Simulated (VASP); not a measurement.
# Ge (Fd-3m) in VASP: notebook

Ge is run at these levels: r2SCAN; tasks: single point, relaxation of cell and atoms.

Program: VASP 6.6.1. These are calculated values, not measurements. Logs are shortened: lines on timing, memory, paths and dates and some standing lists are left out, and cuts for length are marked.

**Measured values to compare with.**

From “Temperature-dependent photoluminescence in Ge: experiment and theory”, 2020, arxiv:2003.00143, for a bulk crystal of Ge at 0 K: band gap 0.744 eV (indirect).

The runs below are set against these values where they give the same quantity.

## Step 1: The cell of the first run

It takes space group Fd-3m (No. 227, cubic). Conventional cell: a = 5.675 Å, b = 5.675 Å, c = 5.675 Å, α = 90.00°, β = 90.00°, γ = 90.00°. Ge (site symmetry -43m) has 4 Ge at 2.46 Å within 3.2 Å.

## Step 2: Single point, r2SCAN

Input file POSCAR:

```
Ge
1.0
    0.0000000000      2.8375042035      2.8375042035
    2.8375042035      0.0000000000      2.8375042035
    2.8375042035      2.8375042035      0.0000000000
Ge
2
Direct
    0.0000000000      0.0000000000      0.0000000000
    0.2500000000      0.2500000000      0.2500000000
```

Input file INCAR.step1:

```
SYSTEM = Ge
  PREC = Accurate
  ENCUT = 520
  ISMEAR = 0
  SIGMA = 0.02
  LREAL = .FALSE.
  LASPH = .TRUE.
  NELM = 60
  NBANDS = 21
  GGA = PE
  ALGO = Normal
  EDIFF = 1E-4
  LWAVE = .TRUE.
  LCHARG = .FALSE.
```

Input file INCAR.step2:

```
SYSTEM = Ge
  PREC = Accurate
  ENCUT = 520
  EDIFF = 1E-7
  ISMEAR = 0
  SIGMA = 0.02
  LREAL = .FALSE.
  LASPH = .TRUE.
  NELM = 60
  ALGO = Normal
  ISIF = 2
  LWAVE = .FALSE.
  LCHARG = .FALSE.
  METAGGA = R2SCAN
  LMIXTAU = .TRUE.
  NBANDS = 21
  ISTART = 1
```

Input file KPOINTS:

```
Automatic mesh
0
G
  12 12 12
  0 0 0
```

Potentials or basis: VASP PAW PBE potentials, release 64 (Ge_d).

On the command line:

```bash
$ cat potpaw_PBE.64/Ge_d/POTCAR > POTCAR
$ cp INCAR.step1 INCAR
$ mpirun -np 1 vasp_std > vasp.out
$ cp INCAR.step2 INCAR
$ mpirun -np 1 vasp_std > vasp.out
```

OUTCAR:

```text
SYSTEM = Ge
   PREC = Accurate
   ENCUT = 520
   EDIFF = 1E-7
   ISMEAR = 0
   LREAL = .FALSE.
   LASPH = .TRUE.
   NELM = 60
   ISIF = 2
   METAGGA = R2SCAN
   ISTART = 1

 ion  position               nearest neighbor table
   1  0.000  0.000  0.000-   2 2.46   2 2.46   2 2.46   2 2.46
   2  0.250  0.250  0.250-   1 2.46   1 2.46   1 2.46   1 2.46

  LATTYP: Found a face centered cubic cell.
 ALAT       =     5.6750084070

  Lattice vectors:

 A1 = (   0.0000000000,   2.8375042035,   2.8375042035)
 A2 = (   2.8375042035,   0.0000000000,   2.8375042035)
 A3 = (   2.8375042035,   2.8375042035,   0.0000000000)

Analysis of symmetry for initial positions (statically):
=====================================================================
 Subroutine PRICEL returns:
 Original cell was already a primitive cell.

 Routine SETGRP: Setting up the symmetry group for a
 face centered cubic supercell.

 Subroutine GETGRP returns: Found 48 space group operations
 (whereof 24 operations were pure point group operations)
 out of a pool of 48 trial point group operations.

The static configuration has the point symmetry T_d .
 The point group associated with its full space group is O_h .

Analysis of symmetry for dynamics (positions and initial velocities):
=====================================================================
 Subroutine PRICEL returns:
 Original cell was already a primitive cell.

 Routine SETGRP: Setting up the symmetry group for a
 face centered cubic supercell.

 Subroutine GETGRP returns: Found 48 space group operations
 (whereof 24 operations were pure point group operations)
 out of a pool of 48 trial point group operations.

The dynamic configuration has the point symmetry T_d .
 The point group associated with its full space group is O_h .

 Subroutine INISYM returns: Found 48 space group operations
 (whereof 24 operations are pure point group operations),
 and found     1 'primitive' translations

----------------------------------------------------------------------------------------

                                     Primitive cell

  volume of cell :      45.6919

  direct lattice vectors                    reciprocal lattice vectors
     0.000000000  2.837504203  2.837504203    -0.176211193  0.176211193  0.176211193
     2.837504203  0.000000000  2.837504203     0.176211193 -0.176211193  0.176211193
     2.837504203  2.837504203  0.000000000     0.176211193  0.176211193 -0.176211193

  length of vectors
     4.012836928  4.012836928  4.012836928     0.305206739  0.305206739  0.305206739

  position of ions in fractional coordinates (direct lattice)
     0.000000000  0.000000000  0.000000000
     0.250000000  0.250000000  0.250000000

  ion indices of the primitive-cell ions
   primitive index   ion index
                 1           1
                 2           2

----------------------------------------------------------------------------------------

 KPOINTS: Automatic mesh

Automatic generation of k-mesh.
 Grid dimensions read from file:
 generate k-points for:   12   12   12

 Generating k-lattice:

  Cartesian coordinates                     Fractional coordinates (reciprocal lattice)
    -0.014684266  0.014684266  0.014684266     0.083333333  0.000000000  0.000000000
     0.014684266 -0.014684266  0.014684266     0.000000000  0.083333333  0.000000000
     0.014684266  0.014684266 -0.014684266     0.000000000  0.000000000  0.083333333

  Length of vectors
     0.025433895  0.025433895  0.025433895

  Shift w.r.t. Gamma in fractional coordinates (k-lattice)
     0.000000000  0.000000000  0.000000000

 Subroutine IBZKPT returns following result:
 ===========================================

 Found     72 irreducible k-points:

 Following reciprocal coordinates:
            Coordinates               Weight
  0.000000  0.000000  0.000000      1.000000
  0.083333  0.000000  0.000000      8.000000
  0.166667  0.000000  0.000000      8.000000
  0.250000  0.000000  0.000000      8.000000
  0.333333  0.000000  0.000000      8.000000
  0.416667  0.000000  0.000000      8.000000
[... 16 lines left out ...]
  0.500000  0.166667  0.000000     24.000000
 -0.416667  0.166667  0.000000     24.000000
 [... further k-points ...]
   k-points           NKPTS =     72   k-points in BZ     NKDIM =     72   number of bands    NBANDS=     21
   number of dos      NEDOS =    301   number of ions     NIONS =      2
   total plane-waves  NPLWV =  27000
   dimension x,y,z NGX =    30 NGY =   30 NGZ =   30
   dimension x,y,z NGXF=    60 NGYF=   60 NGZF=   60
   ions per type =               2
   NGX,Y,Z   is equivalent  to a cutoff of  12.43, 12.43, 12.43 a.u.
   NGXF,Y,Z  is equivalent  to a cutoff of  24.86, 24.86, 24.86 a.u.
 SYSTEM =  Ge
   PREC   = accura    normal or accurate (medium, high low for compatibility)
   ISTART =      1    job   : 0-new  1-cont  2-samecut
   ICHARG =      0    charge: 1-file 2-atom 10-const
[... 34 lines left out ...]
   IVDW    =     0    specifies the selected vdW correction
   LEPSILON=     F    determine dielectric tensor
   LRPA    =     F    only Hartree local field effects (RPA)
 non-spin polarized calculation
 Gauss-broadening in eV      SIGMA  =   0.02
  energy-cutoff  :      520.00
  volume of cell :       45.69
 maximum number of plane-waves:      1248
 NGX is ok and might be reduce to    30
   NGX = 15   NGY = 15   NGZ = 15

 number of electron      28.0000014 magnetization

 Free energy of the ion-electron system (eV)
  ---------------------------------------------------
  ext. energy  EPLUGINS =         0.00000000
  ---------------------------------------------------
  free energy    TOTEN  =       -27.74439820 eV

  energy without entropy =      -27.74439820  energy(sigma->0) =      -27.74439820

 E-fermi :   4.9073     XC(G=0): -10.7722

 val. band max:        4.7116543100   @ k =   0.0000   0.0000   0.0000
 cond. band min:       5.0277527870   @ k =   0.0000   0.0000   0.0000
 fundamental gap:      0.3160984770
 Fermi energy:         4.9072603661

 k-point     1 :       0.0000    0.0000    0.0000
  band No.  band energies     occupation
      1     -20.7703      2.00000
      2     -20.7703      2.00000
      3     -20.7702      2.00000
      4     -20.7316      2.00000
      5     -20.7316      2.00000
      6     -20.5190      2.00000
[... 13 lines left out ...]
     20      14.6245      0.00000
     21      14.6245      0.00000

 k-point     2 :       0.0833    0.0000    0.0000
  band No.  band energies     occupation
      1     -20.7746      2.00000
      2     -20.7745      2.00000
      3     -20.7691      2.00000
      4     -20.7257      2.00000
      5     -20.7257      2.00000
      6     -20.5245      2.00000
[... 13 lines left out ...]
     20      14.0839      0.00000
     21      14.0839      0.00000

 k-point     3 :       0.1667    0.0000    0.0000
  band No.  band energies     occupation
      1     -20.7823      2.00000
      2     -20.7822      2.00000
      3     -20.7659      2.00000
      4     -20.7137      2.00000
      5     -20.7137      2.00000
      6     -20.5338      2.00000
[... 13 lines left out ...]
     20      13.5234      0.00000
     21      13.5235      0.00000

 k-point     4 :       0.2500    0.0000    0.0000
  band No.  band energies     occupation
      1     -20.7887      2.00000
      2     -20.7887      2.00000
      3     -20.7615      2.00000
      4     -20.7023      2.00000
      5     -20.7023      2.00000
      6     -20.5419      2.00000
[... 13 lines left out ...]
     20      13.5074      0.00000
     21      13.5074      0.00000

 k-point     5 :       0.3333    0.0000    0.0000
  band No.  band energies     occupation
      1     -20.7926      2.00000
      2     -20.7926      2.00000
      3     -20.7570      2.00000
      4     -20.6941      2.00000
      5     -20.6941      2.00000
      6     -20.5469      2.00000
[... 13 lines left out ...]
     20      14.1744      0.00000
     21      14.1744      0.00000
[... 382 lines left out ...]
     20      15.0381      0.00000
     21      15.5101      0.00000

 k-point    22 :       0.4167    0.1667    0.0000
  band No.  band energies     occupation
      1     -20.8079      2.00000
      2     -20.7950      2.00000
      3     -20.7464      2.00000
      4     -20.6836      2.00000
      5     -20.6628      2.00000
      6     -20.5968      2.00000
[... 13 lines left out ...]
     20      15.4888      0.00000
     21      16.4460      0.00000

 k-point    23 :       0.5000    0.1667    0.0000
  band No.  band energies     occupation
      1     -20.8120      2.00000
      2     -20.7986      2.00000
      3     -20.7354      2.00000
      4     -20.6746      2.00000
      5     -20.6665      2.00000
      6     -20.5895      2.00000
[... 13 lines left out ...]
     20      16.3830      0.00000
     21      16.5487      0.00000

 k-point    24 :      -0.4167    0.1667    0.0000
  band No.  band energies     occupation
      1     -20.8122      2.00000
      2     -20.8011      2.00000
      3     -20.7297      2.00000
      4     -20.6759      2.00000
      5     -20.6681      2.00000
      6     -20.5758      2.00000
[... 13 lines left out ...]
     20      14.9108      0.00000
     21      15.6979      0.00000

 [... further k-points ...]
[... 5 lines left out ...]
  --------------------------------------------------------------------------------------
  -------------------------------------------------------------------------------------
  Total        0.0121808      0.0121808      0.0121808      0.0000000      0.0000000     -0.0000000
  in kB        0.4271153      0.4271153      0.4271153      0.0000000      0.0000000     -0.0000000
  external PRESSURE =       0.4271153 kB  Pullay stress =       0.0000000 kB

 VOLUME and BASIS-vectors are now :
 -----------------------------------------------------------------------------
  energy-cutoff  :      520.00
  volume of cell :       45.69
      direct lattice vectors                 reciprocal lattice vectors
     0.000000000  2.837504203  2.837504203    -0.176211193  0.176211193  0.176211193
     2.837504203  0.000000000  2.837504203     0.176211193 -0.176211193  0.176211193
     2.837504203  2.837504203  0.000000000     0.176211193  0.176211193 -0.176211193

 POSITION                                       TOTAL-FORCE (eV/Angst)
 -----------------------------------------------------------------------------------
      0.00000      0.00000      0.00000         0.000000     -0.000000     -0.000000
      1.41875      1.41875      1.41875        -0.000000      0.000000      0.000000
 -----------------------------------------------------------------------------------
    total drift:                                0.000000     -0.000000      0.000000

  FREE ENERGIE OF THE ION-ELECTRON SYSTEM (eV)
  ---------------------------------------------------
  free  energy   TOTEN  =       -27.7443981978 eV

  energy  without entropy=      -27.7443981978  energy(sigma->0) =      -27.74439820
```

Wall time 3.9 min (1 thread of Intel Xeon Platinum 8259CL at 2.50GHz (Skylake/Cascade Lake), shared host); peak memory 0.2 GiB.

What came out:

```
Free energy            : -27.7444 eV
Pressure               : 0.0 GPa
Band gap on the k mesh : 0.32 eV, direct
```

Caveat: the PAW data sets were made with another functional, which shifts forces and pressure a little.

## Step 3: Single point, r2SCAN (volume scaled by 1.03)

Input file POSCAR:

```
Ge
1.0
    0.0000000000      2.8656001317      2.8656001317
    2.8656001317      0.0000000000      2.8656001317
    2.8656001317      2.8656001317      0.0000000000
Ge
2
Direct
    0.0000000000      0.0000000000      0.0000000000
    0.2500000000      0.2500000000      0.2500000000
```

Input file INCAR.step1:

```
SYSTEM = Ge
PREC     = Accurate       ! precision mode
ENCUT    = 520            ! plane-wave cutoff, eV
ISMEAR   = 0              ! smearing method
SIGMA    = 0.02           ! smearing width, eV
LREAL    = .FALSE.        ! projectors in reciprocal space
LASPH    = .TRUE.         ! aspherical terms in the spheres
NELM     = 80             ! most SCF steps
NBANDS   = 21             ! bands
GGA      = PE             ! functional
ALGO     = Normal         ! electronic algorithm
EDIFF    = 1E-4           ! SCF threshold, eV
LWAVE    = .TRUE.         ! write WAVECAR
LCHARG   = .FALSE.        ! write CHGCAR
```

Input file INCAR.step2:

```
SYSTEM = Ge
PREC     = Accurate       ! precision mode
ENCUT    = 520            ! plane-wave cutoff, eV
EDIFF    = 1E-6           ! SCF threshold, eV
ISMEAR   = 0              ! smearing method
SIGMA    = 0.02           ! smearing width, eV
LREAL    = .FALSE.        ! projectors in reciprocal space
LASPH    = .TRUE.         ! aspherical terms in the spheres
NELM     = 80             ! most SCF steps
ALGO     = Normal         ! electronic algorithm
ISIF     = 2              ! what is computed and relaxed
LWAVE    = .FALSE.        ! write WAVECAR
LCHARG   = .FALSE.        ! write CHGCAR
METAGGA  = R2SCAN         ! meta-GGA
LMIXTAU  = .TRUE.       
NBANDS   = 21             ! bands
ISTART   = 1
```

KPOINTS is that of step 2.

Potentials or basis: VASP PAW PBE potentials, release 64 (Ge_d).

On the command line:

```bash
$ cat potpaw_PBE.64/Ge_d/POTCAR > POTCAR
$ cp INCAR.step1 INCAR
$ mpirun -np 1 vasp_std > vasp.out
$ cp INCAR.step2 INCAR
$ mpirun -np 1 vasp_std > vasp.out
```

Run time: 3 min. Hardware: 1 thread of Intel Xeon Platinum 8259CL at 2.50GHz (Skylake/Cascade Lake), shared host; peak memory 0.2 GiB.

The run converged. Its results:

- Free energy: -27.7367 eV
- Pressure: -1.9 GPa
- Band gap on the k mesh: 0.04 eV, direct

Levels at points of the mesh, in eV from the valence-band top:
```
           k point  band 11  band 12  band 13  band 14  band 15  band 16  band 17  band 18
(0.00, 0.00, 0.00)   -13.01     0.00     0.00     0.00     0.04     2.70     2.70     2.70
(0.50, 0.00, 0.00)   -10.91    -7.69    -1.42    -1.42     0.32     3.98     3.98     7.62
(0.50, 0.50, 0.00)    -9.07    -9.07    -3.09    -3.09     1.02     1.02     9.77     9.77
```

Caveat: the cell differs from its parent crystal (volume scaled by 1.03); the PAW data sets were made with another functional, which shifts forces and pressure a little.

## Step 4: Single point, r2SCAN (volume scaled by 1.06)

Input file POSCAR:

```
Ge
1.0
    0.0000000000      2.8931556695      2.8931556695
    2.8931556695      0.0000000000      2.8931556695
    2.8931556695      2.8931556695      0.0000000000
Ge
2
Direct
    0.0000000000      0.0000000000      0.0000000000
    0.2500000000      0.2500000000      0.2500000000
```

Input file INCAR.step1:

```
  ALGO = Normal
  EDIFF = 1E-4
  ENCUT = 520
  GGA = PE
  ISMEAR = 0
  LASPH = True
  LCHARG = False
  LREAL = False
  LWAVE = True
  NBANDS = 21
  NELM = 100
  PREC = Accurate
  SIGMA = 0.02
```

Input file INCAR.step2:

```
  ALGO = Normal
  EDIFF = 1E-6
  ENCUT = 520
  ISIF = 2
  ISMEAR = 0
  ISTART = 1
  LASPH = True
  LCHARG = False
  LMIXTAU = True
  LREAL = False
  LWAVE = False
  METAGGA = R2SCAN
  NBANDS = 21
  NELM = 100
  PREC = Accurate
  SIGMA = 0.02
```

Input file KPOINTS:

```
k-points
0
Gamma
  12 12 12
```

On the command line:

```bash
$ cat potpaw_PBE.64/Ge_d/POTCAR > POTCAR
$ cp INCAR.step1 INCAR
$ mpirun -np 1 vasp_std > vasp.out
$ cp INCAR.step2 INCAR
$ mpirun -np 1 vasp_std > vasp.out
```

Run time: 3.2 min. Hardware: 1 thread of Intel Xeon Platinum 8259CL at 2.50GHz (Skylake/Cascade Lake), shared host; peak memory 0.2 GiB.

It converged, with:

* Free energy: -27.7138 eV
* Pressure: -3.5 GPa
* Band gap on the k mesh: zero (filled and empty bands touch)

Levels at points of the mesh, in eV from the Fermi level:
| k point | band 12 | band 13 | band 14 | band 15 | band 16 | band 17 |
| --- | --- | --- | --- | --- | --- | --- |
| (0.00, 0.00, 0.00) | -0.24 | -0.01 | -0.01 | -0.01 | 2.68 | 2.68 |
| (0.50, 0.00, 0.00) | -7.57 | -1.38 | -1.38 | 0.22 | 3.95 | 3.95 |
| (0.50, 0.50, 0.00) | -8.97 | -2.99 | -2.99 | 1.04 | 1.04 | 9.52 |

Caveat: the cell differs from its parent crystal (volume scaled by 1.06); the PAW data sets were made with another functional, which shifts forces and pressure a little.

## Step 5: Relaxation of cell and atoms, r2SCAN

This run uses another cell than the first one, of 22.64 Å³/atom, 0.991 times its volume.

Input file POSCAR:

```
Ge
1.0
    0.0000000000      2.8289100000      2.8289100000
    2.8289100000      0.0000000000      2.8289100000
    2.8289100000      2.8289100000      0.0000000000
Ge
2
Direct
    0.0000000000      0.0000000000      0.0000000000
    0.2500000000      0.2500000000      0.2500000000
```

Input file INCAR.step1:

```
SYSTEM = Ge
ALGO = Normal ; EDIFF = 1E-4
ENCUT = 600 ; GGA = PE
ISMEAR = 0 ; LASPH = .TRUE.
LCHARG = .FALSE. ; LREAL = .FALSE.
LWAVE = .TRUE. ; NELM = 100
PREC = Accurate ; SIGMA = 0.02
```

Input file INCAR.step2:

```
SYSTEM = Ge
ALGO = Normal ; EDIFF = 1E-6
EDIFFG = -0.005 ; ENCUT = 600
IBRION = 2 ; ISIF = 3
ISMEAR = 0 ; ISTART = 1
LASPH = .TRUE. ; LCHARG = .FALSE.
LMIXTAU = .TRUE. ; LREAL = .FALSE.
LWAVE = .FALSE. ; METAGGA = R2SCAN
NELM = 100 ; NSW = 100
PREC = Accurate ; SIGMA = 0.02
```

Input file KPOINTS:

```
k-points
0
G
  12 12 12
  0 0 0
```

On the command line:

```bash
$ cat potpaw_PBE.64/Ge_d/POTCAR > POTCAR
$ cp INCAR.step1 INCAR
$ mpirun -np 1 vasp_std > vasp.out
$ cp INCAR.step2 INCAR
$ mpirun -np 1 vasp_std > vasp.out
```

It took 5.3 min on 1 thread of Intel Xeon Platinum 8259CL at 2.50GHz (Skylake/Cascade Lake), shared host; peak memory 0.23 GiB.

It converged, with:

```yaml
Free_energy: -27.7458 eV
Relaxed_volume: 22.87 Å³/atom
Relaxed_cell: a = 4.014 Å, b = 4.014 Å, c = 4.014 Å, α = 60.00°, β = 60.00°, γ = 60.00°
Space_group_after_relaxing_to_0.05_Å: Fd-3m (No. 227)
Energy_gained_by_relaxing: 0.6 meV/atom
Ionic_steps: 3
Pressure_after_relaxing: 0.0 GPa
Band_gap_on_the_k_mesh: 0.31 eV, direct
```

Step by step:
```csv
step,energy change (eV),largest force (eV/Å),pressure (GPa),volume (Å³)
1,0.0000,0.0000,0.79,45.28
2,-0.0008,0.0000,-0.32,46.02
3,-0.0011,0.0000,0.03,45.74
```

Final structure:
```
Ge
1.0
     0.00000    2.83848    2.83848
     2.83848    0.00000    2.83848
     2.83848    2.83848    0.00000
Ge
2
Direct
  0.00000 0.00000 0.00000
  0.25000 0.25000 0.25000
```

Levels at points of the mesh, in eV from the valence-band top:
| k point | band 12 | band 13 | band 14 | band 15 | band 16 | band 17 |
| --- | --- | --- | --- | --- | --- | --- |
| (0.00, 0.00, 0.00) | 0.00 | 0.00 | 0.00 | 0.31 | 2.71 | 2.71 |
| (0.50, 0.00, 0.00) | -7.82 | -1.47 | -1.47 | 0.41 | 3.99 | 3.99 |
| (0.50, 0.50, 0.00) | -9.18 | -3.19 | -3.19 | 0.99 | 0.99 | 10.02 |

Caveat: the PAW data sets were made with another functional, which shifts forces and pressure a little. Zero-point motion and thermal expansion aren't in these numbers.

## Step 6: The runs side by side

| task | cell | cutoff (eV) | gap on the mesh (eV) | pressure (GPa) |
| --- | --- | --- | --- | --- |
| single point | a = 4.013 Å, angles 60.0°, 2 atoms | 520 | 0.32 | 0.0 |
| single point | a = 4.053 Å, angles 60.0°, 2 atoms | 520 | 0.04 | -1.9 |
| single point | a = 4.092 Å, angles 60.0°, 2 atoms | 520 | none | -3.5 |
| relaxation of cell and atoms | relaxed from a = 4.001 Å, angles 60.0°, 2 atoms | 600 | 0.31 | 0.0 |

Alike in all rows: level r2SCAN; potentials or basis VASP PAW PBE potentials, release 64 (Ge_d); no spin polarisation; k mesh 12 × 12 × 12; smearing gaussian 0.02 eV.

Caveats: the PAW data sets were made with another functional, which shifts forces and pressure a little.

Total energies depend on the potentials used, so only differences within one code and one set of settings carry meaning.

## Step 7: Against experiment

Step 2. Measured gap of Ge: 0.744 eV (indirect; 0 K; “Temperature-dependent photoluminescence in Ge: experiment and theory”, 2020, arxiv:2003.00143). This calculation gives 0.32 eV (-0.43 eV). 3 values of this kind are on record (0.666 to 0.807 eV); this one was drawn at random among those near their median. Spin-orbit coupling on Ge is left out. The value is that of r2SCAN on a finite k mesh, which can miss the band edges, without temperature or zero-point motion.
